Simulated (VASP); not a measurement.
A run of VASP 6.6.1:

The input INCAR:

```
PREC = Accurate
ENCUT = 520
EDIFF = 1E-7
ISMEAR = -1
SIGMA = 0.05
LREAL = F
LASPH = T
NELM = 80
ALGO = Normal
ISIF = 2
LWAVE = F
LCHARG = F
GGA = CA
NBANDS = 19
```

KPOINTS

```
regular mesh
0
Gamma
  15 15 8
```

The input POSCAR:

```
Ti
1.0
    2.0521093532      0.0000000000      0.0000000000
   -1.0260546766      1.7771788313      0.0000000000
    0.0000000000      0.0000000000      3.9751815412
Ti
2
Direct
    0.3333333333      0.6666666667      0.2500000000
    0.6666666667      0.3333333333      0.7500000000
```

Potentials or basis: VASP PAW LDA potentials, release 64 (Ti_sv).

The run is started by

```sh
$ cat potpaw_LDA.64/Ti_sv/POTCAR > POTCAR
$ mpirun -np 1 vasp_std > vasp.out
```

Hardware: 1 thread of Intel Xeon 8259CL, with other jobs on the host.

Q: How long does it take, and how much memory?

A: It took 32 s on 1 thread of Intel Xeon 8259CL, with other jobs on the host, peak memory 0.14 GiB. Counts: scf iterations 15, k points 135.
